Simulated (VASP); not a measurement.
Crystal: HfO2.

```xyz
6
Lattice="4.8135 0.0000 0.0000 0.0000 4.8135 0.0000 0.0000 0.0000 3.2054" Properties=species:S:1:pos:R:3 pbc="T T T"
Hf    0.0000    0.0000    0.0000
Hf    2.4068    2.4068    1.6027
O     0.9384    3.8751    1.6027
O     1.4683    1.4683    0.0000
O     3.3452    3.3452    0.0000
O     3.8751    0.9384    1.6027
```

```yaml
Program: VASP 6.6.1
Task: relaxation of cell and atoms
Functional: PBE
Potentials_or_basis: VASP PAW PBE potentials, release 64 (Hf_pv, O)
Cutoff: 600 eV
k_mesh: 4 × 4 × 6
Occupations: gaussian, width 0.1 eV
Spin: no spin polarisation
```

At the start: pressure 5.4 GPa; volume 12.38 Å³/atom.

How do energy, volume and symmetry change on relaxing?

Over 5 steps the energy falls by 4.9 meV/atom and the volume is 12.67 Å³/atom (+2.4 %); space group P4_2/mnm (No. 136, to 0.1 Å) before and after.

Step by step:
| step | energy change (eV) | largest force (eV/Å) | pressure (GPa) | volume (Å³) |
| --- | --- | --- | --- | --- |
| 1 | 0.0000 | 0.0288 | 5.38 | 74.27 |
| 2 | 0.0412 | 0.1834 | -7.47 | 78.83 |
| 3 | -0.0283 | 0.0598 | -0.10 | 76.00 |
| 4 | -0.0283 | 0.0578 | 0.11 | 75.96 |
| 5 | -0.0292 | 0.0129 | 0.10 | 76.05 |

Final structure:
```
Hf O
1.0
     4.85703    0.00000    0.00000
     0.00000    4.85703    0.00000
     0.00000    0.00000    3.22362
Hf O
2 4
Direct
  0.00000 0.00000 0.00000
  0.50000 0.50000 0.50000
  0.19468 0.80532 0.50000
  0.30532 0.30532 0.00000
  0.69468 0.69468 0.00000
  0.80532 0.19468 0.50000
```
